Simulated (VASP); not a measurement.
Runs of VASP 6.6.1 on BaTiO3. The structure is that of space group Pm-3m (No. 221), or close to it. The cells are those of the table. 

```csv
task,potentials or basis,cell,cutoff (eV),gap on the mesh (eV),pressure (GPa),largest force (eV/Å)
single point,"VASP PAW PBE potentials, release 64 (Ba_sv, Ti_sv, O)","a = 3.984, b = 4.059, c = 4.059 Å, angles 88.7, 90.0, 90.0°, 5 atoms",520,1.65,(b),0.32
single point,"VASP PAW PBE potentials, release 64 (Ba_sv, Ti_sv, O)","a = 3.984, b = 3.958, c = 3.958 Å, angles 91.6, 90.0, 90.0°, 5 atoms",520,1.83,(a),0.13
electric field gradients,"VASP PAW PBE potentials, release 64 (Ba_sv, Ti_sv, O_h)","a = 3.957, b = 3.991, c = 3.991 Å, angles 89.8, 90.0, 90.0°, 5 atoms",1000,1.79,1.0,0.16
electric field gradients,"VASP PAW PBE potentials, release 64 (Ba_sv, Ti_sv, O_h)","a = 3.984, b = 4.018, c = 4.018 Å, angles 89.8, 90.0, 90.0°, 5 atoms",1000,1.75,-2.4,0.21
```

Alike in all rows: level PBEsol; no spin polarisation; k mesh 8 × 8 × 8; smearing fermi-dirac 0.05 eV.

Problem. Estimate the missing entries.

Solution. (a) 3.0; (b) -5.6.

Caveats: the PAW data sets were made with another functional, which shifts forces and pressure a little; spin-orbit coupling is left out, which moves the levels of the heavy elements; the stress differs along the axes, from -9 to -4 GPa (at least some runs); the stress differs along the axes, from 0 to 7 GPa (at least some runs).

A k mesh can miss the band edges, and the runs leave out spin-orbit coupling on Ba.
